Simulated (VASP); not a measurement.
# SiC (P6_3mc) in VASP: settings compared

The runs below take SiC through relaxation of cell and atoms, with PBEsol, LDA.

Everything below comes from runs of VASP 6.6.1. Logs are shortened: lines on timing, memory, paths and dates and some standing lists are left out, and cuts for length are marked.

## (1) The cell of the first run

It takes space group P6_3mc (No. 186, hexagonal). The conventional cell has a = 3.094 Å, b = 3.094 Å, c = 10.129 Å, α = 90.00°, β = 90.00°, γ = 120.00°. Within 2.5 Å of Si (site symmetry 3m) lie 4 C at 1.89 to 1.90 Å. Within 2.5 Å of Si (site symmetry 3m) lie 4 C at 1.90 Å. C (site symmetry 3m) has 4 Si at 1.90 Å within 2.5 Å. C (site symmetry 3m) has 4 Si at 1.89 to 1.90 Å within 2.5 Å.

## (2) Relaxation of cell and atoms, PBEsol

File INCAR:

```
PREC = Accurate
ENCUT = 600
EDIFF = 1E-6
ISMEAR = -1
SIGMA = 0.02
LREAL = False
LASPH = True
NELM = 60
ALGO = Normal
ISIF = 3
LWAVE = False
LCHARG = False
GGA = PS
IBRION = 2
NSW = 80
EDIFFG = -0.005
```

File KPOINTS:

```
Automatic mesh
0
Gamma
  12 12 2
```

File POSCAR:

```
SiC
1.0
    3.0940311569      0.0000000000      0.0000000000
   -1.5470155785      2.6795095819      0.0000000000
    0.0000000000      0.0000000000     10.1290649692
Si C
4 4
Direct
    0.0000000000      0.0000000000     -0.0001500102
    0.3333333333      0.6666666667      0.2499054349
    0.0000000000      0.0000000000      0.4998499898
    0.6666666667      0.3333333333      0.7499054349
    0.0000000000      0.0000000000      0.1873051258
    0.3333333333      0.6666666667      0.4379394496
    0.0000000000      0.0000000000      0.6873051258
    0.6666666667      0.3333333333      0.9379394496
```

Potentials or basis: VASP PAW PBE potentials, release 64 (Si, C).

Run with:

```sh
$ cat potpaw_PBE.64/Si/POTCAR potpaw_PBE.64/C/POTCAR > POTCAR
$ mpirun -np 1 vasp_std > vasp.out
```

OUTCAR:

```text
PREC = Accurate
   ENCUT = 600
   EDIFF = 1E-6
   ISMEAR = -1
   LREAL = False
   LASPH = True
   NELM = 60
   ISIF = 3
   GGA = PS
   IBRION = 2
   NSW = 80
   EDIFFG = -0.005

 ion  position               nearest neighbor table
   1  0.000  0.000  1.000-   8 1.89   8 1.89   8 1.89   5 1.90   4 3.10   4 3.10   4 3.10   2 3.10
                             2 3.10   2 3.10
   2  0.333  0.667  0.250-   5 1.90   5 1.90   5 1.90   6 1.90   3 3.10   3 3.10   3 3.10   1 3.10
                             1 3.10   1 3.10
   3  0.000  0.000  0.500-   6 1.89   6 1.89   6 1.89   7 1.90   2 3.10   2 3.10   2 3.10   4 3.10
                             4 3.10   4 3.10
   4  0.667  0.333  0.750-   7 1.90   7 1.90   7 1.90   8 1.90   1 3.10   1 3.10   1 3.10   3 3.10
                             3 3.10   3 3.10
   5  0.000  0.000  0.187-   2 1.90   2 1.90   2 1.90   1 1.90
   6  0.333  0.667  0.438-   3 1.89   3 1.89   3 1.89   2 1.90
   7  0.000  0.000  0.687-   4 1.90   4 1.90   4 1.90   3 1.90
   8  0.667  0.333  0.938-   1 1.89   1 1.89   1 1.89   4 1.90

  LATTYP: Found a hexagonal cell.
 ALAT       =     3.0940311569
 C/A-ratio  =     3.2737436876

  Lattice vectors:

 A1 = (   3.0940311569,   0.0000000000,   0.0000000000)
 A2 = (  -1.5470155785,   2.6795095819,   0.0000000000)
 A3 = (   0.0000000000,   0.0000000000,  10.1290649692)

Analysis of symmetry for initial positions (statically):
=====================================================================
 Subroutine PRICEL returns:
 Original cell was already a primitive cell.

 Routine SETGRP: Setting up the symmetry group for a
 hexagonal supercell.

 Subroutine GETGRP returns: Found 12 space group operations
 (whereof  6 operations were pure point group operations)
 out of a pool of 24 trial point group operations.

The static configuration has the point symmetry C_3v.
 The point group associated with its full space group is C_6v.

Analysis of symmetry for dynamics (positions and initial velocities):
=====================================================================
 Subroutine PRICEL returns:
 Original cell was already a primitive cell.

 Routine SETGRP: Setting up the symmetry group for a
 hexagonal supercell.

 Subroutine GETGRP returns: Found 12 space group operations
 (whereof  6 operations were pure point group operations)
 out of a pool of 24 trial point group operations.

The dynamic configuration has the point symmetry C_3v.
 The point group associated with its full space group is C_6v.

 Subroutine INISYM returns: Found 12 space group operations
 (whereof  6 operations are pure point group operations),
 and found     1 'primitive' translations

----------------------------------------------------------------------------------------

                                     Primitive cell

  volume of cell :      83.9749

  direct lattice vectors                    reciprocal lattice vectors
     3.094031157  0.000000000  0.000000000     0.323202951  0.186601311  0.000000000
    -1.547015578  2.679509582  0.000000000     0.000000000  0.373202621  0.000000000
     0.000000000  0.000000000 10.129064969     0.000000000  0.000000000  0.098725796

  length of vectors
     3.094031157  3.094031157 10.129064969     0.373202621  0.373202621  0.098725796

  position of ions in fractional coordinates (direct lattice)
     0.000000000  0.000000000  0.999849990
     0.333333333  0.666666667  0.249905435
     0.000000000  0.000000000  0.499849990
     0.666666667  0.333333333  0.749905435
     0.000000000  0.000000000  0.187305126
     0.333333333  0.666666667  0.437939450
     0.000000000  0.000000000  0.687305126
     0.666666667  0.333333333  0.937939450

  ion indices of the primitive-cell ions
   primitive index   ion index
                 1           1
                 2           2
                 3           3
                 4           4
                 5           5
                 6           6
                 7           7
                 8           8

----------------------------------------------------------------------------------------

 KPOINTS: Automatic mesh

Automatic generation of k-mesh.
 Grid dimensions read from file:
 generate k-points for:   12   12    2

 Generating k-lattice:

  Cartesian coordinates                     Fractional coordinates (reciprocal lattice)
     0.026933579  0.015550109  0.000000000     0.083333333  0.000000000  0.000000000
     0.000000000  0.031100218  0.000000000     0.000000000  0.083333333  0.000000000
     0.000000000  0.000000000  0.049362898     0.000000000  0.000000000  0.500000000

  Length of vectors
     0.031100218  0.031100218  0.049362898

  Shift w.r.t. Gamma in fractional coordinates (k-lattice)
     0.000000000  0.000000000  0.000000000

 Subroutine IBZKPT returns following result:
 ===========================================

 Found     38 irreducible k-points:

 Following reciprocal coordinates:
            Coordinates               Weight
  0.000000  0.000000  0.000000      1.000000
  0.083333 -0.000000  0.000000      6.000000
  0.166667  0.000000  0.000000      6.000000
  0.250000  0.000000  0.000000      6.000000
  0.333333  0.000000  0.000000      6.000000
  0.416667  0.000000  0.000000      6.000000
[... 16 lines left out ...]
  0.250000  0.000000  0.500000      6.000000
  0.333333  0.000000  0.500000      6.000000
 [... further k-points ...]
   k-points           NKPTS =     38   k-points in BZ     NKDIM =     38   number of bands    NBANDS=     21
   number of dos      NEDOS =    301   number of ions     NIONS =      8
   total plane-waves  NPLWV =  65856
   dimension x,y,z NGX =    28 NGY =   28 NGZ =   84
   dimension x,y,z NGXF=    56 NGYF=   56 NGZF=  168
   ions per type =               4   4
   NGX,Y,Z   is equivalent  to a cutoff of  15.04, 15.04, 13.79 a.u.
   NGXF,Y,Z  is equivalent  to a cutoff of  30.09, 30.09, 27.57 a.u.
 SYSTEM =  unknown system
   PREC   = accura    normal or accurate (medium, high low for compatibility)
   ISTART =      0    job   : 0-new  1-cont  2-samecut
   ICHARG =      2    charge: 1-file 2-atom 10-const
   ISPIN  =      1    spin polarized calculation?
   LNONCOLLINEAR =      F non collinear calculations
   LSORBIT =      F    spin-orbit coupling
   LASPH  =      T    aspherical Exc in radial PAW
   ENCUT  =  600.0 eV  44.10 Ry    6.64 a.u.   6.18  6.18 20.23*2*pi/ulx,y,z
   NELM   =     60;   NELMIN=  2; NELMDL= -5     # of ELM steps
   EDIFF  = 0.1E-05   stopping-criterion for ELM
   LREAL  =      F    real-space projection
   EDIFFG = -.5E-02   stopping-criterion for IOM
   NSW    =     80    number of steps for IOM
   IBRION =      2    ionic relax: 0-MD 1-quasi-New 2-CG
   NFREE  =      1    steps in history (QN), initial steepest desc. (CG)
   ISIF   =      3    stress and relaxation
   ISYM   =      2    0-nonsym 1-usesym 2-fastsym
   POTIM  = 0.5000    time-step for ionic-motion
   TEBEG  =    0.0;   TEEND  =   0.0 temperature during run
   PSTRESS=    0.0 pullay stress
   NELECT =      32.0000    total number of electrons
   NUPDOWN=      -1.0000    fix difference up-down
   EMIN   =  10.00;   EMAX   =-10.00  energy-range for DOS
   EFERMI =   0.00;   METHOD = LEGACY
   ISMEAR =    -1;   SIGMA  =   0.02  broadening in eV -4-tet -1-fermi 0-gaus
   EFERMI_NEDOS =   21; number of points for ismear=-14 and -15
   IALGO  =     38    algorithm
   IMIX   =      4    mixing-type and parameters
     AMIX     =   0.40;   BMIX     =  1.00
     AMIX_MAG =   1.60;   BMIX_MAG =  1.00
  volume/ion in A,a.u.               =      10.50        70.84
  Fermi-wavevector in a.u.,A,eV,Ry     =   1.186884  2.242886 19.166449  1.408694
  Thomas-Fermi vector in A             =   2.323047
   LORBIT       =      0    0 simple, 1 ext, 2 COOP (PROOUT), +10 PAW based schemes
   GGA     = PS    functional components
   LHFCALC =     F    Hartree Fock is set to
   AEXX    =    0.0000 exact exchange contribution
   IVDW    =     0    specifies the selected vdW correction
   LEPSILON=     F    determine dielectric tensor
   LRPA    =     F    only Hartree local field effects (RPA)
 conjugate gradient relaxation of ions
 non-spin polarized calculation
  energy-cutoff  :      600.00
  volume of cell :       83.97
 maximum number of plane-waves:      2820
 NGX is ok and might be reduce to    28
   NGX = 13   NGY = 13   NGZ = 41

--------------------------------------- Ionic step        1  -------------------------------------------

 number of electron      32.0000001 magnetization

 Free energy of the ion-electron system (eV)
  ---------------------------------------------------
  ext. energy  EPLUGINS =         0.00000000
  ---------------------------------------------------
  free energy    TOTEN  =       -63.66467021 eV

  energy without entropy =      -63.66467021  energy(sigma->0) =      -63.66467021

------------------------ aborting loop because EDIFF is reached ----------------------------------------

  FORCE on cell =-STRESS in cart. coord.  units (eV):
  Direction    XX          YY          ZZ          XY          YZ          ZX
  --------------------------------------------------------------------------------------
  -------------------------------------------------------------------------------------
  Total       -1.6564656     -1.6564656     -1.6396878      0.0000000      0.0000000      0.0000000
  in kB      -31.6041164    -31.6041164    -31.2840078      0.0000000      0.0000000      0.0000000
  external PRESSURE =     -31.4974135 kB  Pullay stress =       0.0000000 kB
[... 69 lines left out ...]
  energy  without entropy=      -63.6632783773  energy(sigma->0) =      -63.66327838

--------------------------------------- Ionic step        3  -------------------------------------------

 number of electron      32.0000001 magnetization

 Free energy of the ion-electron system (eV)
  ---------------------------------------------------
  ext. energy  EPLUGINS =         0.00000000
  ---------------------------------------------------
  free energy    TOTEN  =       -63.67686863 eV

  energy without entropy =      -63.67686863  energy(sigma->0) =      -63.67686863

 E-fermi :   8.5085     XC(G=0): -11.5026

 val. band max:        8.1244484683   @ k =   0.0000   0.0000   0.0000
 cond. band min:      10.2337592971   @ k =   0.5000   0.0000   0.0000
 fundamental gap:      2.1093108288
 Fermi energy:         8.5084758882

 k-point     1 :       0.0000    0.0000    0.0000
  band No.  band energies     occupation
      1      -7.3776      2.00000
      2      -6.1947      2.00000
      3      -6.1584      2.00000
      4      -3.7741      2.00000
      5      -0.5497      2.00000
      6       3.7201      2.00000
[... 550 lines left out ...]
      5       1.0577      2.00000
      6       1.0577      2.00000
[... 13 lines left out ...]
     20      12.9079      0.00000
     21      14.2565      0.00000

 [... further k-points ...]
[... 5 lines left out ...]
  --------------------------------------------------------------------------------------
  -------------------------------------------------------------------------------------
  Total        0.0051210      0.0051210     -0.0162418     -0.0000000      0.0000000      0.0000000
  in kB        0.0991452      0.0991452     -0.3144528     -0.0000000      0.0000000      0.0000000
  external PRESSURE =      -0.0387208 kB  Pullay stress =       0.0000000 kB
[... 23 lines left out ...]
  FREE ENERGIE OF THE ION-ELECTRON SYSTEM (eV)
  ---------------------------------------------------
  free  energy   TOTEN  =       -63.6768686306 eV

  energy  without entropy=      -63.6768686306  energy(sigma->0) =      -63.67686863

 reached required accuracy - stopping structural energy minimisation
```

It took 2.9 min on 1 thread of Intel Xeon 6975P-C, shared host; peak memory 0.28 GiB.

Results:

```yaml
Free_energy: -63.6769 eV
Relaxed_volume: 10.34 Å³/atom
Relaxed_cell: a = 3.079 Å, b = 3.079 Å, c = 10.080 Å, α = 90.00°, β = 90.00°, γ = 120.00°
Space_group_after_relaxing_to_0.05_Å: P6_3mc (No. 186)
Energy_gained_by_relaxing: 1.5 meV/atom
Ionic_steps: 3
Pressure_after_relaxing: 0.0 GPa
Largest_force_after_relaxing: 0.004 eV/Å
Band_gap_on_the_k_mesh: 2.11 eV, indirect (least direct gap 3.23 eV)
```

Forces on the atoms (eV/Å):
```
Si   0.000  0.000 -0.001
Si   0.000  0.000  0.004
Si   0.000  0.000 -0.001
Si   0.000  0.000  0.004
C    0.000  0.000 -0.002
C    0.000  0.000 -0.002
C    0.000  0.000 -0.002
C    0.000  0.000 -0.002
```

Step by step:
```tsv
step	energy change (eV)	largest force (eV/Å)	pressure (GPa)	volume (Å³)
1	0.0000	0.0036	-3.15	83.97
2	0.0014	0.0132	3.50	81.49
3	-0.0122	0.0045	0.00	82.75
```

Final structure:
```xyz
8
Lattice="3.0789 0.0000 0.0000 -1.5395 2.6664 0.0000 0.0000 0.0000 10.0801" Properties=species:S:1:pos:R:3 pbc="T T T"
Si    0.0000    0.0000   10.0786
Si    0.0000    1.7776    2.5190
Si    0.0000    0.0000    5.0386
Si    1.5395    0.8888    7.5590
C     0.0000    0.0000    1.8880
C     0.0000    1.7776    4.4145
C     0.0000    0.0000    6.9280
C     1.5395    0.8888    9.4546
```

Caveat: the PAW data sets were made with another functional, which shifts forces and pressure a little.

## (3) Relaxation of cell and atoms, LDA

File INCAR:

```
SYSTEM = SiC
  PREC = Accurate
  ENCUT = 600
  EDIFF = 1E-7
  ISMEAR = -1
  SIGMA = 0.02
  LREAL = .False.
  LASPH = .True.
  NELM = 60
  ALGO = Normal
  ISIF = 3
  LWAVE = .False.
  LCHARG = .False.
  GGA = CA
  IBRION = 2
  NSW = 80
  EDIFFG = -0.005
```

File KPOINTS:

```
regular mesh
0
Gamma
  12 12 2
  0 0 0
```

POSCAR is that of step 2.

Potentials or basis: VASP PAW LDA potentials, release 64 (Si, C).

Run with:

```sh
$ cat potpaw_LDA.64/Si/POTCAR potpaw_LDA.64/C/POTCAR > POTCAR
$ mpirun -np 1 vasp_std > vasp.out
```

It took 4.2 min on 1 thread of Intel Xeon 6975P-C, shared host; peak memory 0.24 GiB.

It converged, with:

* Free energy: -66.5922 eV
* Relaxed volume: 10.15 Å³/atom
* Relaxed cell: a = 3.059 Å, b = 3.059 Å, c = 10.016 Å, α = 90.00°, β = 90.00°, γ = 120.00°
* Space group after relaxing (to 0.05 Å): P6_3mc (No. 186)
* Energy gained by relaxing: 8.1 meV/atom
* Ionic steps: 6
* Pressure after relaxing: 0.0 GPa
* Band gap on the k mesh: 2.17 eV, indirect (least direct gap 3.30 eV)

Step by step:
```csv
step,energy change (eV),largest force (eV/Å),pressure (GPa),volume (Å³)
1,0.0000,0.0119,-7.24,83.97
2,0.0111,0.0374,8.77,78.34
3,-0.0648,0.0100,-0.05,81.21
4,-0.0647,0.0105,0.10,81.15
5,-0.0647,0.0098,-0.09,81.22
6,-0.0648,0.0017,0.00,81.19
```

Final structure:
```xyz
8
Lattice="3.0594 0.0000 0.0000 -1.5297 2.6495 0.0000 0.0000 0.0000 10.0159" Properties=species:S:1:pos:R:3 pbc="T T T"
Si    0.0000    0.0000   10.0145
Si    0.0000    1.7663    2.5030
Si    0.0000    0.0000    5.0066
Si    1.5297    0.8832    7.5110
C     0.0000    0.0000    1.8759
C     0.0000    1.7663    4.3864
C     0.0000    0.0000    6.8839
C     1.5297    0.8832    9.3944
```

Levels at points of the mesh, in eV from the valence-band top:
| k point | band 14 | band 15 | band 16 | band 17 | band 18 | band 19 |
| --- | --- | --- | --- | --- | --- | --- |
| (0.00, 0.00, 0.00) | -0.05 | 0.00 | 0.00 | 5.21 | 5.78 | 6.42 |
| (0.50, 0.00, 0.00) | -2.24 | -1.60 | -1.13 | 2.17 | 2.30 | 4.18 |
| (0.00, 0.00, 0.50) | -0.21 | -0.21 | -0.21 | 5.42 | 5.42 | 6.90 |
| (0.50, 0.00, 0.50) | -2.54 | -1.57 | -1.57 | 2.58 | 2.58 | 4.17 |
